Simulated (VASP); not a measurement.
# Bi2Te2Pb2S3 (P-3m1) in VASP: a series of runs

Bi2Te2Pb2S3 is run at these levels: PBE; tasks: single point.

Program: VASP 6.6.1. These are calculated values, not measurements. Logs are shortened: lines on timing, memory, paths and dates and some standing lists are left out, and cuts for length are marked.

### 1 The cell of the first run

It takes space group P-3m1 (No. 164, trigonal). Conventional cell: a = 4.217 Å, b = 4.217 Å, c = 33.476 Å, α = 90.00°, β = 90.00°, γ = 120.00°. Bi (site symmetry 3m) has 3 S at 3.00 Å and 3 Te at 3.03 Å within 3.9 Å. Within 3.9 Å of Bi (site symmetry 3m) lie 3 S at 3.00 Å and 3 Te at 3.03 Å. Te (site symmetry 3m) has 3 Bi at 3.03 Å and 3 Te at 3.75 Å within 4.0 Å. Te (site symmetry 3m) has 3 Bi at 3.03 Å and 3 Te at 3.75 Å within 4.0 Å. Pb (site symmetry 3m) has 6 S at 2.97 Å within 3.9 Å. Pb (site symmetry -3m) has 6 S at 2.97 Å within 3.9 Å. Within 3.9 Å of Pb (site symmetry -3m) lie 6 S at 2.97 Å. Within 3.9 Å of S (site symmetry 3m) lie 3 Pb at 2.97 Å and 3 Bi at 3.00 Å.

### 2 Single point, PBE (28.65 Å³/atom)

Input file INCAR:

```
SYSTEM = Bi2Te2Pb2S3
ALGO = Normal
EDIFF = 1E-7
ENCUT = 520
GGA = PE
ISIF = 2
ISMEAR = -1
LASPH = .TRUE.
LCHARG = .TRUE.
LELF = .TRUE.
LREAL = Auto
LVHAR = .TRUE.
LWAVE = .FALSE.
NBANDS = 103
NELM = 100
PREC = Accurate
SIGMA = 0.02
```

Input file KPOINTS:

```
k-points
0
G
  8 8 1
  0 0 0
```

Input file POSCAR:

```
Bi2Te2Pb2S3
1.0
    4.2174815019      0.0000000000      0.0000000000
   -2.1087407510      3.6524461206      0.0000000000
    0.0000000000      0.0000000000     33.4763509871
Bi Te Pb S
4 4 4 6
Direct
    0.3333333333      0.6666666667      0.2043546272
    0.6666666667      0.3333333333      0.7956453728
    0.3333333333      0.6666666667      0.3972680827
    0.6666666667      0.3333333333      0.6027319173
    0.3333333333      0.6666666667      0.7417603350
    0.6666666667      0.3333333333      0.2582396650
    0.0000000000      0.0000000000      0.3433756874
    0.0000000000      0.0000000000      0.6566243126
    0.3333333333      0.6666666667      0.8984130423
    0.6666666667      0.3333333333      0.1015869577
    0.0000000000      0.0000000000      0.0000000000
    0.0000000000      0.0000000000      0.5000000000
    0.0000000000      0.0000000000      0.8478625313
    0.0000000000      0.0000000000      0.1521374687
    0.3333333333      0.6666666667      0.0507164148
    0.6666666667      0.3333333333      0.9492835852
    0.3333333333      0.6666666667      0.5506132138
    0.6666666667      0.3333333333      0.4493867862
```

Potentials or basis: VASP PAW PBE potentials, release 64 (Bi_d, Te, Pb_d, S).

The run is started by

```sh
> cat potpaw_PBE.64/Bi_d/POTCAR potpaw_PBE.64/Te/POTCAR potpaw_PBE.64/Pb_d/POTCAR potpaw_PBE.64/S/POTCAR > POTCAR
> mpirun -np 1 vasp_std > vasp.out
```

OUTCAR:

```text
SYSTEM = Bi2Te2Pb2S3
   EDIFF = 1E-7
   ENCUT = 520
   GGA = PE
   ISIF = 2
   ISMEAR = -1
   LASPH = .TRUE.
   LREAL = Auto
   NELM = 100
   PREC = Accurate

 ion  position               nearest neighbor table
   1  0.333  0.667  0.204-  14 3.00  14 3.00  14 3.00   6 3.03   6 3.03   6 3.03
   2  0.667  0.333  0.796-  13 3.00  13 3.00  13 3.00   5 3.03   5 3.03   5 3.03
   3  0.333  0.667  0.397-  18 3.00  18 3.00  18 3.00   7 3.03   7 3.03   7 3.03
   4  0.667  0.333  0.603-  17 3.00  17 3.00  17 3.00   8 3.03   8 3.03   8 3.03
   5  0.333  0.667  0.742-   2 3.03   2 3.03   2 3.03
   6  0.667  0.333  0.258-   1 3.03   1 3.03   1 3.03
   7  0.000  0.000  0.343-   3 3.03   3 3.03   3 3.03
   8  0.000  0.000  0.657-   4 3.03   4 3.03   4 3.03
   9  0.333  0.667  0.898-  13 2.97  13 2.97  13 2.97  16 2.97  16 2.97  16 2.97
  10  0.667  0.333  0.102-  14 2.97  14 2.97  14 2.97  15 2.97  15 2.97  15 2.97
  11  0.000  0.000  0.000-  15 2.97  16 2.97  15 2.97  16 2.97  16 2.97  15 2.97
  12  0.000  0.000  0.500-  17 2.97  18 2.97  17 2.97  18 2.97  18 2.97  17 2.97
  13  0.000  0.000  0.848-   9 2.97   9 2.97   9 2.97   2 3.00   2 3.00   2 3.00
  14  0.000  0.000  0.152-  10 2.97  10 2.97  10 2.97   1 3.00   1 3.00   1 3.00
  15  0.333  0.667  0.051-  11 2.97  11 2.97  11 2.97  10 2.97  10 2.97  10 2.97
  16  0.667  0.333  0.949-  11 2.97  11 2.97  11 2.97   9 2.97   9 2.97   9 2.97
  17  0.333  0.667  0.551-  12 2.97  12 2.97  12 2.97   4 3.00   4 3.00   4 3.00
  18  0.667  0.333  0.449-  12 2.97  12 2.97  12 2.97   3 3.00   3 3.00   3 3.00

  LATTYP: Found a hexagonal cell.
 ALAT       =     4.2174815019
 C/A-ratio  =     7.9375217110

  Lattice vectors:

 A1 = (   4.2174815019,   0.0000000000,   0.0000000000)
 A2 = (  -2.1087407510,   3.6524461206,   0.0000000000)
 A3 = (   0.0000000000,   0.0000000000,  33.4763509871)

Analysis of symmetry for initial positions (statically):
=====================================================================
 Subroutine PRICEL returns:
 Original cell was already a primitive cell.

 Routine SETGRP: Setting up the symmetry group for a
 hexagonal supercell.

 Subroutine GETGRP returns: Found 12 space group operations
 (whereof 12 operations were pure point group operations)
 out of a pool of 24 trial point group operations.

The static configuration has the point symmetry D_3d.

Analysis of symmetry for dynamics (positions and initial velocities):
=====================================================================
 Subroutine PRICEL returns:
 Original cell was already a primitive cell.

 Routine SETGRP: Setting up the symmetry group for a
 hexagonal supercell.

 Subroutine GETGRP returns: Found 12 space group operations
 (whereof 12 operations were pure point group operations)
 out of a pool of 24 trial point group operations.

[... 127 lines left out ...]
   PSTRESS=    0.0 pullay stress
   NELECT =     176.0000    total number of electrons
   NUPDOWN=      -1.0000    fix difference up-down
   EMIN   =  10.00;   EMAX   =-10.00  energy-range for DOS
   EFERMI =   0.00;   METHOD = LEGACY
   ISMEAR =    -1;   SIGMA  =   0.02  broadening in eV -4-tet -1-fermi 0-gaus
   EFERMI_NEDOS =   21; number of points for ismear=-14 and -15
   IALGO  =     38    algorithm
   IMIX   =      4    mixing-type and parameters
     AMIX     =   0.40;   BMIX     =  1.00
     AMIX_MAG =   1.60;   BMIX_MAG =  1.00
  volume/ion in A,a.u.               =      28.65       193.33
  Fermi-wavevector in a.u.,A,eV,Ry     =   1.144074  2.161986 17.808730  1.308905
  Thomas-Fermi vector in A             =   2.280767
   LORBIT       =      0    0 simple, 1 ext, 2 COOP (PROOUT), +10 PAW based schemes
   GGA     = PE    functional components
   LHFCALC =     F    Hartree Fock is set to
   AEXX    =    0.0000 exact exchange contribution
   IVDW    =     0    specifies the selected vdW correction
   LEPSILON=     F    determine dielectric tensor
   LRPA    =     F    only Hartree local field effects (RPA)
 non-spin polarized calculation
  energy-cutoff  :      520.00
  volume of cell :      515.67
 maximum number of plane-waves:     13954
 NGX is ok and might be reduce to    32
   NGX = 15   NGY = 15   NGZ =125

 number of electron     176.0000007 magnetization

 Free energy of the ion-electron system (eV)
  ---------------------------------------------------
  ext. energy  EPLUGINS =         0.00000000
  ---------------------------------------------------
  free energy    TOTEN  =       -74.12318874 eV

  energy without entropy =      -74.12318006  energy(sigma->0) =      -74.12318440

 E-fermi :   6.1929     XC(G=0):  -9.5577

 val. band max:        6.0518108496   @ k =   0.0000   0.0000   0.0000
 cond. band min:       6.3340281069   @ k =   0.0000   0.0000   0.0000
 fundamental gap:      0.2822172574
 Fermi energy:         6.1929194523

 k-point     1 :       0.0000    0.0000    0.0000
  band No.  band energies     occupation
      1     -17.0903      2.00000
      2     -17.0903      2.00000
      3     -17.0903      2.00000
      4     -17.0903      2.00000
      5     -17.0889      2.00000
      6     -17.0889      2.00000
[... 1019 lines left out ...]
     99       9.1714      0.00000
    100       9.3587      0.00000
 [bands above 100 left out]

------------------------ aborting loop because EDIFF is reached ----------------------------------------

  FORCE on cell =-STRESS in cart. coord.  units (eV):
  Direction    XX          YY          ZZ          XY          YZ          ZX
  --------------------------------------------------------------------------------------
  -------------------------------------------------------------------------------------
  Total        7.4169051      7.4169051      7.0571130     -0.0000000      0.0000000      0.0000000
  in kB       23.0440169     23.0440169     21.9261579     -0.0000000      0.0000000      0.0000000
  external PRESSURE =      22.6713973 kB  Pullay stress =       0.0000000 kB

 VOLUME and BASIS-vectors are now :
 -----------------------------------------------------------------------------
  energy-cutoff  :      520.00
  volume of cell :      515.67
      direct lattice vectors                 reciprocal lattice vectors
     4.217481502  0.000000000  0.000000000     0.237108331  0.136894559  0.000000000
    -2.108740751  3.652446121  0.000000000     0.000000000  0.273789117  0.000000000
     0.000000000  0.000000000 33.476350987     0.000000000  0.000000000  0.029871834

 POSITION                                       TOTAL-FORCE (eV/Angst)
 -----------------------------------------------------------------------------------
     -0.00000      2.43496      6.84105        -0.000000      0.000000     -0.023676
      2.10874      1.21748     26.63530         0.000000     -0.000000      0.023676
     -0.00000      2.43496     13.29909         0.000000      0.000000      0.020472
      2.10874      1.21748     20.17727        -0.000000      0.000000     -0.020472
     -0.00000      2.43496     24.83143        -0.000000      0.000000     -0.011177
      2.10874      1.21748      8.64492         0.000000      0.000000      0.011177
[... 10 lines left out ...]
     -0.00000      2.43496     18.43252         0.000000     -0.000000      0.005905
      2.10874      1.21748     15.04383         0.000000      0.000000     -0.005905
 -----------------------------------------------------------------------------------
    total drift:                               -0.000000      0.000000      0.000000

  FREE ENERGIE OF THE ION-ELECTRON SYSTEM (eV)
  ---------------------------------------------------
  free  energy   TOTEN  =       -74.1231887354 eV

  energy  without entropy=      -74.1231800555  energy(sigma->0) =      -74.12318440
```

OSZICAR:

```text
N       E                     dE             d eps       ncg     rms          rms(c)
DAV:   1     0.205148136350E+04    0.20515E+04   -0.78572E+04  2068   0.177E+03
DAV:   2     0.278313385426E+03   -0.17732E+04   -0.17260E+04  2084   0.483E+02
DAV:   3    -0.443215910869E+02   -0.32263E+03   -0.30773E+03  2506   0.223E+02
[... 10 lines left out ...]
DAV:  14    -0.741231784239E+02    0.31255E-04   -0.53453E-04  2432   0.965E-02    0.288E-02
DAV:  15    -0.741231867266E+02   -0.83027E-05   -0.71334E-05  2880   0.242E-02    0.147E-02
DAV:  16    -0.741231885321E+02   -0.18055E-05   -0.87996E-06  2408   0.114E-02    0.120E-02
DAV:  17    -0.741231886954E+02   -0.16329E-06   -0.15417E-06  2272   0.983E-03    0.424E-03
DAV:  18    -0.741231887994E+02   -0.10398E-06   -0.22489E-06  1905   0.412E-03    0.369E-03
DAV:  19    -0.741231887354E+02    0.64021E-07   -0.21892E-07  1736   0.180E-03
   1 F= -.74123189E+02 E0= -.74123184E+02  d E =-.867986E-05
```

Wall time 35 min (1 thread of Intel Xeon 8259CL, shared host); peak memory 0.76 GiB.

What came out:

```
Free energy            : -74.1232 eV
Pressure               : 2.3 GPa
Largest force          : 0.024 eV/Å
Band gap on the k mesh : 0.28 eV
```

Forces on the atoms (eV/Å):
```
Bi   0.000  0.000 -0.024
Bi   0.000  0.000  0.024
Bi   0.000  0.000  0.020
Bi   0.000  0.000 -0.020
Te   0.000  0.000 -0.011
Te   0.000  0.000  0.011
Te   0.000  0.000 -0.021
Te   0.000  0.000  0.021
Pb   0.000  0.000 -0.019
Pb   0.000  0.000  0.019
Pb   0.000  0.000  0.000
Pb   0.000  0.000  0.000
S    0.000  0.000 -0.005
S    0.000  0.000  0.005
S    0.000  0.000  0.003
S    0.000  0.000 -0.003
S    0.000  0.000  0.006
S    0.000  0.000 -0.006
```

Levels at points of the mesh, in eV from the valence-band top:
```tsv
k point	band 86	band 87	band 88	band 89	band 90	band 91
(0.00, 0.00, 0.00)	-0.60	-0.40	0.00	0.28	0.77	0.92
(0.50, 0.00, 0.00)	-1.21	-0.83	-0.46	0.66	1.06	1.47
```

Caveat: spin-orbit coupling is left out, which moves the levels of the heavy elements; this functional lacks dispersion, which binds layers or chains, so the pressure and a relaxed spacing across them are unreliable.

### 3 Single point, PBE (30.42 Å³/atom)

This run uses another cell than the first one, of 30.42 Å³/atom.

Input file INCAR:

```
SYSTEM = Bi2Te2Pb2S3
  ALGO = Normal
  EDIFF = 1E-6
  ENCUT = 520
  GGA = PE
  ISIF = 2
  ISMEAR = -1
  LASPH = .TRUE.
  LCHARG = .FALSE.
  LREAL = Auto
  LWAVE = .FALSE.
  NBANDS = 103
  NELM = 60
  PREC = Accurate
  SIGMA = 0.02
```

KPOINTS is that of step 2.

Input file POSCAR:

```
Bi2Te2Pb2S3
1.0
    4.3027061099      0.0000000000      0.0000000000
   -2.1513530549      3.7262527962      0.0000000000
    0.0000000000      0.0000000000     34.1528231632
Bi Te Pb S
4 4 4 6
Direct
    0.3333333333      0.6666666667      0.2006927674
    0.6666666667      0.3333333333      0.7993072326
    0.3333333333      0.6666666667      0.3991445506
    0.6666666667      0.3333333333      0.6008554494
    0.3333333333      0.6666666667      0.7472346247
    0.6666666667      0.3333333333      0.2527653753
    0.0000000000      0.0000000000      0.3470429948
    0.0000000000      0.0000000000      0.6529570052
    0.3333333333      0.6666666667      0.9001163414
    0.6666666667      0.3333333333      0.0998836586
    0.0000000000      0.0000000000      0.0000000000
    0.0000000000      0.0000000000      0.5000000000
    0.0000000000      0.0000000000      0.8505667159
    0.0000000000      0.0000000000      0.1494332841
    0.3333333333      0.6666666667      0.0498480584
    0.6666666667      0.3333333333      0.9501519416
    0.3333333333      0.6666666667      0.5496859398
    0.6666666667      0.3333333333      0.4503140602
```

Potentials or basis: VASP PAW PBE potentials, release 64 (Bi_d, Te, Pb_d, S).

The run is started by

```sh
> cat potpaw_PBE.64/Bi_d/POTCAR potpaw_PBE.64/Te/POTCAR potpaw_PBE.64/Pb_d/POTCAR potpaw_PBE.64/S/POTCAR > POTCAR
> mpirun -np 1 vasp_std > vasp.out
```

OUTCAR:

```text
SYSTEM = Bi2Te2Pb2S3
   EDIFF = 1E-6
   ENCUT = 520
   GGA = PE
   ISIF = 2
   ISMEAR = -1
   LASPH = .TRUE.
   LREAL = Auto
   NELM = 60
   PREC = Accurate

 ion  position               nearest neighbor table
   1  0.333  0.667  0.201-  14 3.04  14 3.04  14 3.04   6 3.06   6 3.06   6 3.06
   2  0.667  0.333  0.799-  13 3.04  13 3.04  13 3.04   5 3.06   5 3.06   5 3.06
   3  0.333  0.667  0.399-  18 3.04  18 3.04  18 3.04   7 3.06   7 3.06   7 3.06
   4  0.667  0.333  0.601-  17 3.04  17 3.04  17 3.04   8 3.06   8 3.06   8 3.06
   5  0.333  0.667  0.747-   2 3.06   2 3.06   2 3.06
   6  0.667  0.333  0.253-   1 3.06   1 3.06   1 3.06
   7  0.000  0.000  0.347-   3 3.06   3 3.06   3 3.06
   8  0.000  0.000  0.653-   4 3.06   4 3.06   4 3.06
   9  0.333  0.667  0.900-  13 3.01  13 3.01  13 3.01  16 3.02  16 3.02  16 3.02
  10  0.667  0.333  0.100-  14 3.01  14 3.01  14 3.01  15 3.02  15 3.02  15 3.02
  11  0.000  0.000  0.000-  15 3.01  16 3.01  15 3.01  16 3.01  16 3.01  15 3.01
  12  0.000  0.000  0.500-  17 3.01  18 3.01  17 3.01  18 3.01  18 3.01  17 3.01
  13  0.000  0.000  0.851-   9 3.01   9 3.01   9 3.01   2 3.04   2 3.04   2 3.04
  14  0.000  0.000  0.149-  10 3.01  10 3.01  10 3.01   1 3.04   1 3.04   1 3.04
[... 215 lines left out ...]
      2     -17.7725      2.00000
      3     -17.7725      2.00000
      4     -17.7725      2.00000
      5     -17.7700      2.00000
      6     -17.7700      2.00000
[... 1019 lines left out ...]
     99       8.3648      0.00000
    100       8.5030      0.00000
 [bands above 100 left out]

------------------------ aborting loop because EDIFF is reached ----------------------------------------

  FORCE on cell =-STRESS in cart. coord.  units (eV):
  Direction    XX          YY          ZZ          XY          YZ          ZX
  --------------------------------------------------------------------------------------
  -------------------------------------------------------------------------------------
  Total       -0.9094810     -0.9094810      1.1528211     -0.0000000      0.0000000      0.0000000
  in kB       -2.6611149     -2.6611149      3.3731207     -0.0000000      0.0000000      0.0000000
  external PRESSURE =      -0.6497030 kB  Pullay stress =       0.0000000 kB

 VOLUME and BASIS-vectors are now :
 -----------------------------------------------------------------------------
  energy-cutoff  :      520.00
  volume of cell :      547.57
      direct lattice vectors                 reciprocal lattice vectors
     4.302706110  0.000000000  0.000000000     0.232411876  0.134183059  0.000000000
    -2.151353055  3.726252796  0.000000000     0.000000000  0.268366119  0.000000000
     0.000000000  0.000000000 34.152823163     0.000000000  0.000000000  0.029280156

 POSITION                                       TOTAL-FORCE (eV/Angst)
 -----------------------------------------------------------------------------------
     -0.00000      2.48417      6.85422         0.000000     -0.000000     -0.000516
      2.15135      1.24208     27.29860        -0.000000      0.000000      0.000516
     -0.00000      2.48417     13.63191        -0.000000      0.000000     -0.005919
      2.15135      1.24208     20.52091         0.000000     -0.000000      0.005919
     -0.00000      2.48417     25.52017        -0.000000      0.000000     -0.002569
      2.15135      1.24208      8.63265         0.000000      0.000000      0.002569
[... 10 lines left out ...]
     -0.00000      2.48417     18.77333        -0.000000     -0.000000      0.001649
      2.15135      1.24208     15.37950        -0.000000      0.000000     -0.001649
 -----------------------------------------------------------------------------------
    total drift:                               -0.000000      0.000000      0.000000

  FREE ENERGIE OF THE ION-ELECTRON SYSTEM (eV)
  ---------------------------------------------------
  free  energy   TOTEN  =       -74.3273336861 eV

  energy  without entropy=      -74.3273334543  energy(sigma->0) =      -74.32733357
```

stdout:

```text
POSCAR found type information on POSCAR BiTePbS
 POSCAR found :  4 types and      18 ions
 scaLAPACK will be used
 LDA part: xc-table for (Slater+PW92), standard interpolation
 POSCAR, INCAR and KPOINTS ok, starting setup
 FFT: planning ... GRIDC
 FFT: planning ... GRID_SOFT
 FFT: planning ... GRID
 WAVECAR not read
 entering main loop
```

Run time: 18 min. Hardware: 1 thread of Intel Xeon 8259CL, shared host; peak memory 0.79 GiB.

Results:

```
Free energy            : -74.3273 eV
Pressure               : -0.1 GPa
Largest force          : 0.017 eV/Å
Band gap on the k mesh : 0.44 eV
```

Forces in eV/Å, atoms in the order of the input:
```
Bi   0.000  0.000 -0.001
Bi   0.000  0.000  0.001
Bi   0.000  0.000 -0.006
Bi   0.000  0.000  0.006
Te   0.000  0.000 -0.003
Te   0.000  0.000  0.003
Te   0.000  0.000 -0.017
Te   0.000  0.000  0.017
Pb   0.000  0.000 -0.006
Pb   0.000  0.000  0.006
Pb   0.000  0.000  0.000
Pb   0.000  0.000  0.000
S    0.000  0.000 -0.002
S    0.000  0.000  0.002
S    0.000  0.000  0.000
S    0.000  0.000  0.000
S    0.000  0.000  0.002
S    0.000  0.000 -0.002
```

Stress tensor (GPa, compression positive):
```
-0.27  0.00  0.00
 0.00 -0.27  0.00
 0.00  0.00  0.34
```

Caveat: spin-orbit coupling is left out, which moves the levels of the heavy elements; this functional lacks dispersion, which binds layers or chains, so the pressure and a relaxed spacing across them are unreliable.
